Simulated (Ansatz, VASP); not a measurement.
**InGa3P2 in VASP and in Ansatz**

```xyz
6
Lattice="6.3726 0.0000 0.0000 -3.1863 5.5188 0.0000 0.0000 0.0000 3.5905" Properties=species:S:1:pos:R:3 pbc="T T T"
In    0.0000    0.0000    0.0000
Ga   -1.5931    2.7594    1.7953
Ga    1.5931    2.7594    1.7953
Ga    3.1863    0.0000    1.7953
P     3.1863    1.8396    0.0000
P     0.0000    3.6792    0.0000
```

Change from the starting cell: species swapped into the LaGa2Rh3 type (P6/mmm, No. 191).

Alike in both runs: functional PBE; k mesh 6 × 6 × 10; occupations gaussian, width 0.1 eV; no spin polarisation.

Ansatz relaxed the structure, and its values are those at the end. VASP's run is a single point on that final structure, the one shown.

|  | VASP | Ansatz |
| --- | --- | --- |
| version | VASP 6.6.1 | Ansatz 0.2.0 |
| potentials or method | VASP PAW PBE potentials, release 64 (In_d, Ga_d, P), cutoff 520 eV | scalar-relativistic, plane waves, PAW |
| valence electrons in the cell | 62 | 62 |

|  | VASP | Ansatz | Ansatz less VASP |
| --- | --- | --- | --- |
| gap on the k mesh at the Fermi level (eV) | none | none | - |
| pressure (GPa) | 0.1 | 0.0 | -0.05 |

A gap of «none» marks a metal or a gap that the smearing closes. With one functional, cell and mesh, what is left measures potentials, basis and numerics.
